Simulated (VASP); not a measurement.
# Al2P (P4_2/mnm) in VASP: relaxation of cell and atoms with PBE

Aim: the relaxation of cell and atoms of Al2P with PBE.

Everything below comes from runs of VASP 6.6.1. Logs are shortened: lines on timing, memory, paths and dates and some standing lists are left out, and cuts for length are marked.

## 1. The cell of the first run

Symmetry: P4_2/mnm, No. 136, tetragonal system. Conventional cell: a = 6.505 Å, b = 6.505 Å, c = 3.231 Å, α = 90.00°, β = 90.00°, γ = 90.00°. Within 3.4 Å of Al (site symmetry m2m) lie 3 P at 2.57 to 2.60 Å and 2 Al at 3.23 Å. Within 3.4 Å of P (site symmetry mmm) lie 6 Al at 2.57 to 2.60 Å and 2 P at 3.23 Å.

## 2. Relaxation of cell and atoms, PBE

INCAR

```
SYSTEM = Al2P
ALGO = Normal
EDIFF = 1E-6
EDIFFG = -0.04
ENCUT = 600
GGA = PE
IBRION = 2
ISIF = 3
ISMEAR = 0
LASPH = .True.
LCHARG = .False.
LREAL = .False.
LWAVE = .False.
NELM = 100
NSW = 90
PREC = Accurate
SIGMA = 0.1
```

KPOINTS

```
k-points
0
Gamma
  4 4 6
  0 0 0
```

POSCAR

```
Al2P
1.0
    6.5051917400      0.0000000000      0.0000000000
    0.0000000000      6.5051917400      0.0000000000
    0.0000000000      0.0000000000      3.2310214300
Al P
4 2
Direct
    0.2790684700      0.2790684700      0.0000000000
    0.7209315300      0.7209315300      0.0000000000
    0.7790684700      0.2209315300      0.5000000000
    0.2209315300      0.7790684700      0.5000000000
    0.0000000000      0.0000000000      0.0000000000
    0.5000000000      0.5000000000      0.5000000000
```

Potentials or basis: VASP PAW PBE potentials, release 64 (Al, P).

Started as:

```sh
$ cat potpaw_PBE.64/Al/POTCAR potpaw_PBE.64/P/POTCAR > POTCAR
$ mpirun -np 1 vasp_std > vasp.out
```

OUTCAR:

```text
SYSTEM = Al2P
   EDIFF = 1E-6
   EDIFFG = -0.04
   ENCUT = 600
   GGA = PE
   IBRION = 2
   ISIF = 3
   ISMEAR = 0
   LASPH = .True.
   LREAL = .False.
   NELM = 100
   NSW = 90
   PREC = Accurate

 ion  position               nearest neighbor table
   1  0.279  0.279  0.000-   5 2.57   6 2.60   6 2.60
   2  0.721  0.721  0.000-   5 2.57   6 2.60   6 2.60
   3  0.779  0.221  0.500-   6 2.57   5 2.60   5 2.60
   4  0.221  0.779  0.500-   6 2.57   5 2.60   5 2.60
   5  0.000  0.000  0.000-   1 2.57   2 2.57   3 2.60   4 2.60   3 2.60   4 2.60
   6  0.500  0.500  0.500-   3 2.57   4 2.57   1 2.60   2 2.60   1 2.60   2 2.60

  LATTYP: Found a simple tetragonal cell.
 ALAT       =     6.5051917400
 C/A-ratio  =     0.4966835044

  Lattice vectors:

 A1 = (   6.5051917400,   0.0000000000,   0.0000000000)
 A2 = (   0.0000000000,   6.5051917400,   0.0000000000)
 A3 = (   0.0000000000,   0.0000000000,   3.2310214300)

Analysis of symmetry for initial positions (statically):
=====================================================================
 Subroutine PRICEL returns:
 Original cell was already a primitive cell.

 Routine SETGRP: Setting up the symmetry group for a
 simple tetragonal supercell.

 Subroutine GETGRP returns: Found 16 space group operations
 (whereof  8 operations were pure point group operations)
 out of a pool of 16 trial point group operations.

The static configuration has the point symmetry D_2h.
 The point group associated with its full space group is D_4h.

Analysis of symmetry for dynamics (positions and initial velocities):
=====================================================================
 Subroutine PRICEL returns:
 Original cell was already a primitive cell.

 Routine SETGRP: Setting up the symmetry group for a
 simple tetragonal supercell.

 Subroutine GETGRP returns: Found 16 space group operations
 (whereof  8 operations were pure point group operations)
 out of a pool of 16 trial point group operations.

The dynamic configuration has the point symmetry D_2h.
 The point group associated with its full space group is D_4h.

 Subroutine INISYM returns: Found 16 space group operations
 (whereof  8 operations are pure point group operations),
 and found     1 'primitive' translations

----------------------------------------------------------------------------------------

                                     Primitive cell

  volume of cell :     136.7288

  direct lattice vectors                    reciprocal lattice vectors
     6.505191740  0.000000000  0.000000000     0.153723370  0.000000000  0.000000000
     0.000000000  6.505191740  0.000000000     0.000000000  0.153723370  0.000000000
     0.000000000  0.000000000  3.231021430     0.000000000  0.000000000  0.309499649

  length of vectors
     6.505191740  6.505191740  3.231021430     0.153723370  0.153723370  0.309499649

  position of ions in fractional coordinates (direct lattice)
     0.279068470  0.279068470  0.000000000
     0.720931530  0.720931530  0.000000000
     0.779068470  0.220931530  0.500000000
     0.220931530  0.779068470  0.500000000
     0.000000000  0.000000000  0.000000000
     0.500000000  0.500000000  0.500000000

  ion indices of the primitive-cell ions
   primitive index   ion index
                 1           1
                 2           2
                 3           3
                 4           4
                 5           5
                 6           6

----------------------------------------------------------------------------------------

 KPOINTS: k-points

Automatic generation of k-mesh.
 Grid dimensions read from file:
 generate k-points for:    4    4    6

 Generating k-lattice:

  Cartesian coordinates                     Fractional coordinates (reciprocal lattice)
     0.038430843  0.000000000  0.000000000     0.250000000  0.000000000  0.000000000
     0.000000000  0.038430843  0.000000000     0.000000000  0.250000000  0.000000000
     0.000000000  0.000000000  0.051583275     0.000000000  0.000000000  0.166666667

  Length of vectors
     0.038430843  0.038430843  0.051583275

  Shift w.r.t. Gamma in fractional coordinates (k-lattice)
     0.000000000  0.000000000  0.000000000

 Subroutine IBZKPT returns following result:
 ===========================================

 Found     24 irreducible k-points:

 Following reciprocal coordinates:
            Coordinates               Weight
  0.000000  0.000000  0.000000      1.000000
  0.250000  0.000000  0.000000      4.000000
  0.500000  0.000000  0.000000      2.000000
  0.250000  0.250000  0.000000      4.000000
  0.500000  0.250000  0.000000      4.000000
  0.500000  0.500000  0.000000      1.000000
[... 16 lines left out ...]
  0.500000  0.250000  0.500000      4.000000
  0.500000  0.500000  0.500000      1.000000
   k-points           NKPTS =     24   k-points in BZ     NKDIM =     24   number of bands    NBANDS=     15
   number of dos      NEDOS =    301   number of ions     NIONS =      6
   total plane-waves  NPLWV =  81648
   dimension x,y,z NGX =    54 NGY =   54 NGZ =   28
   dimension x,y,z NGXF=   108 NGYF=  108 NGZF=   56
   ions per type =               4   2
   NGX,Y,Z   is equivalent  to a cutoff of  13.80, 13.80, 14.41 a.u.
   NGXF,Y,Z  is equivalent  to a cutoff of  27.60, 27.60, 28.81 a.u.
 SYSTEM =  Al2P
   PREC   = accura    normal or accurate (medium, high low for compatibility)
   ISTART =      0    job   : 0-new  1-cont  2-samecut
   ICHARG =      2    charge: 1-file 2-atom 10-const
   ISPIN  =      1    spin polarized calculation?
   LNONCOLLINEAR =      F non collinear calculations
   LSORBIT =      F    spin-orbit coupling
   LASPH  =      T    aspherical Exc in radial PAW
   ENCUT  =  600.0 eV  44.10 Ry    6.64 a.u.  12.99 12.99  6.45*2*pi/ulx,y,z
   NELM   =    100;   NELMIN=  2; NELMDL= -5     # of ELM steps
   EDIFF  = 0.1E-05   stopping-criterion for ELM
   LREAL  =      F    real-space projection
   EDIFFG = -.4E-01   stopping-criterion for IOM
   NSW    =     90    number of steps for IOM
   IBRION =      2    ionic relax: 0-MD 1-quasi-New 2-CG
   NFREE  =      1    steps in history (QN), initial steepest desc. (CG)
   ISIF   =      3    stress and relaxation
   ISYM   =      2    0-nonsym 1-usesym 2-fastsym
   POTIM  = 0.5000    time-step for ionic-motion
   TEBEG  =    0.0;   TEEND  =   0.0 temperature during run
   PSTRESS=    0.0 pullay stress
   NELECT =      22.0000    total number of electrons
   NUPDOWN=      -1.0000    fix difference up-down
   EMIN   =  10.00;   EMAX   =-10.00  energy-range for DOS
   EFERMI =   0.00;   METHOD = LEGACY
   ISMEAR =     0;   SIGMA  =   0.10  broadening in eV -4-tet -1-fermi 0-gaus
   EFERMI_NEDOS =   21; number of points for ismear=-14 and -15
   IALGO  =     38    algorithm
   IMIX   =      4    mixing-type and parameters
     AMIX     =   0.40;   BMIX     =  1.00
     AMIX_MAG =   1.60;   BMIX_MAG =  1.00
  volume/ion in A,a.u.               =      22.79       153.78
  Fermi-wavevector in a.u.,A,eV,Ry     =   0.890422  1.682653 10.787389  0.792851
  Thomas-Fermi vector in A             =   2.012110
   LORBIT       =      0    0 simple, 1 ext, 2 COOP (PROOUT), +10 PAW based schemes
   GGA     = PE    functional components
   LHFCALC =     F    Hartree Fock is set to
   AEXX    =    0.0000 exact exchange contribution
   IVDW    =     0    specifies the selected vdW correction
   LEPSILON=     F    determine dielectric tensor
   LRPA    =     F    only Hartree local field effects (RPA)
 conjugate gradient relaxation of ions
 non-spin polarized calculation
 Gauss-broadening in eV      SIGMA  =   0.10
  energy-cutoff  :      600.00
  volume of cell :      136.73
 maximum number of plane-waves:      4604
 NGX is ok and might be reduce to    54
   NGX = 25   NGY = 25   NGZ = 13

--------------------------------------- Ionic step        1  -------------------------------------------

 number of electron      22.0000001 magnetization

 Free energy of the ion-electron system (eV)
  ---------------------------------------------------
  ext. energy  EPLUGINS =         0.00000000
  ---------------------------------------------------
  free energy    TOTEN  =       -23.23425398 eV

  energy without entropy =      -23.20670928  energy(sigma->0) =      -23.22048163

------------------------ aborting loop because EDIFF is reached ----------------------------------------

  FORCE on cell =-STRESS in cart. coord.  units (eV):
  Direction    XX          YY          ZZ          XY          YZ          ZX
  --------------------------------------------------------------------------------------
  -------------------------------------------------------------------------------------
  Total       -5.1704517     -5.1704517     -4.0302219      0.0000000      0.0000000      0.0000000
  in kB      -60.5869412    -60.5869412    -47.2258195      0.0000000      0.0000000      0.0000000
  external PRESSURE =     -56.1332339 kB  Pullay stress =       0.0000000 kB
[... 101 lines left out ...]
  FREE ENERGIE OF THE ION-ELECTRON SYSTEM (eV)
  ---------------------------------------------------
  free  energy   TOTEN  =       -23.5922551840 eV

  energy  without entropy=      -23.5753795978  energy(sigma->0) =      -23.58381739

[... ionic steps 4 to 19 ...]

--------------------------------------- Ionic step       20  -------------------------------------------

 number of electron      21.9999999 magnetization

------------------------ aborting loop because EDIFF is reached ----------------------------------------

  FORCE on cell =-STRESS in cart. coord.  units (eV):
  Direction    XX          YY          ZZ          XY          YZ          ZX
  --------------------------------------------------------------------------------------
  -------------------------------------------------------------------------------------
  Total       -1.4506206     -1.4506206     -1.5022245     -0.0000000      0.0000000      0.0000000
  in kB      -18.4117341    -18.4117341    -19.0667068     -0.0000000      0.0000000      0.0000000
  external PRESSURE =     -18.6300583 kB  Pullay stress =       0.0000000 kB
[... 65 lines left out ...]
  energy  without entropy=      -24.3177251589  energy(sigma->0) =      -24.32087849

--------------------------------------- Ionic step       22  -------------------------------------------

 number of electron      21.9999999 magnetization

 Free energy of the ion-electron system (eV)
  ---------------------------------------------------
  ext. energy  EPLUGINS =         0.00000000
  ---------------------------------------------------
  free energy    TOTEN  =       -24.32465239 eV

  energy without entropy =      -24.31827013  energy(sigma->0) =      -24.32146126

 E-fermi :   5.9853     XC(G=0):  -9.3942

 val. band max:        5.9291135113   @ k =   0.5000   0.5000   0.3333
 cond. band min:       6.0320512572   @ k =   0.5000   0.2500   0.0000
 fundamental gap:      0.1029377459
 Fermi energy:         5.9853211228

 k-point     1 :       0.0000    0.0000    0.0000
  band No.  band energies     occupation
      1      -7.0454      2.00000
      2      -5.9241      2.00000
      3      -1.0541      2.00000
      4      -1.0541      2.00000
      5       1.5734      2.00000
      6       1.5734      2.00000
      7       2.9492      2.00000
      8       3.1686      2.00000
      9       3.5311      2.00000
     10       4.0643      2.00000
     11       4.3155      2.00000
     12       7.3551      0.00000
     13       8.4485      0.00000
     14      10.0770      0.00000
     15      10.0770      0.00000
[... 445 lines left out ...]
  FREE ENERGIE OF THE ION-ELECTRON SYSTEM (eV)
  ---------------------------------------------------
  free  energy   TOTEN  =       -24.3246523867 eV

  energy  without entropy=      -24.3182701333  energy(sigma->0) =      -24.32146126

 reached required accuracy - stopping structural energy minimisation
```

Wall time 22 min (1 thread of Intel Xeon 8259CL, shared host); peak memory 0.31 GiB.

What came out:

```yaml
Free_energy: -24.3247 eV
Relaxed_volume: 20.38 Å³/atom
Relaxed_cell: a = 5.883 Å, b = 5.883 Å, c = 3.533 Å, α = 90.00°, β = 90.00°, γ = 90.00°
Space_group_after_relaxing_to_0.05_Å: P4_2/mnm (No. 136)
Energy_gained_by_relaxing: 181.7 meV/atom
Ionic_steps: 22
Pressure_after_relaxing: 0.1 GPa
Largest_force_after_relaxing: 0.021 eV/Å
Band_gap_on_the_k_mesh: zero (band 11 reaches 7.26 eV, above the bottom of band 12 at 4.74 eV)
```

Forces on the atoms (eV/Å):
```
Al   0.015  0.015  0.000
Al  -0.015 -0.015  0.000
Al   0.015 -0.015  0.000
Al  -0.015  0.015  0.000
P    0.000  0.000  0.000
P    0.000  0.000  0.000
```

Step by step:
```
step  energy change (eV)  largest force (eV/Å)  pressure (GPa)  volume (Å³)
   1              0.0000                0.0161           -5.61       136.73
   2             -0.3505                0.1240           -0.92       121.53
   3             -0.3580                0.1454            0.10       119.40
   4             -0.4004                0.0787            0.44       118.98
   5             -0.5815                0.7789            2.15       117.57
   6             -0.3403                1.9970            5.87       114.12
   7             -0.6392                1.0499            2.79       116.70
   8             -0.6398                1.1088            2.91       116.51
   9             -0.6437                1.1274            2.91       116.51
  10             -0.6517                1.1845            2.92       116.53
  11             -0.6514                1.3077            3.05       116.55
  12             -0.6544                1.2444            2.98       116.54
  13             -0.6640                1.2307            2.88       116.68
  14             -0.6918                1.1897            2.60       117.11
  15             -0.7432                1.1106            2.06       117.96
  16             -0.8303                0.9629            1.07       119.67
  17             -0.9467                0.7060           -0.64       123.14
  18             -0.9837                0.2960           -3.33       130.23
  19             -0.9980                0.4253           -2.49       127.73
  20             -1.0401                0.3264           -1.86       126.23
  21             -1.0898                0.0194            0.33       121.81
  22             -1.0904                0.0215            0.07       122.28
```

Final structure:
```
CELL_PARAMETERS angstrom
5.88307 0.00000 0.00000
0.00000 5.88307 0.00000
0.00000 0.00000 3.53294
ATOMIC_POSITIONS crystal
Al 0.29258 0.29258 0.00000
Al 0.70742 0.70742 0.00000
Al 0.79258 0.20742 0.50000
Al 0.20742 0.79258 0.50000
P 0.00000 0.00000 0.00000
P 0.50000 0.50000 0.50000
```

Levels at points of the mesh, in eV from the Fermi level:
| k point | band 7 | band 8 | band 9 | band 10 | band 11 | band 12 | band 13 | band 14 | band 15 |
| --- | --- | --- | --- | --- | --- | --- | --- | --- | --- |
| (0.00, 0.00, 0.00) | -3.04 | -2.82 | -2.45 | -1.92 | -1.67 | 1.37 | 2.46 | 4.09 | 4.09 |
| (0.50, 0.00, 0.00) | -2.08 | -2.08 | -0.57 | -0.57 | 0.73 | 0.73 | 1.07 | 1.07 | 2.52 |
| (0.50, 0.50, 0.00) | -2.04 | -2.04 | -1.58 | -1.58 | 1.27 | 1.27 | 1.37 | 1.37 | 2.08 |
| (0.00, 0.00, 0.50) | -4.44 | -4.44 | -0.80 | -0.80 | -0.21 | -0.21 | 0.14 | 0.31 | 0.31 |
| (0.50, 0.00, 0.50) | -4.28 | -4.28 | -2.59 | -2.59 | -1.24 | -1.24 | 2.05 | 2.05 | 2.84 |
| (0.50, 0.50, 0.50) | -4.93 | -4.93 | -0.72 | -0.72 | 0.23 | 0.23 | 0.92 | 0.92 | 2.15 |
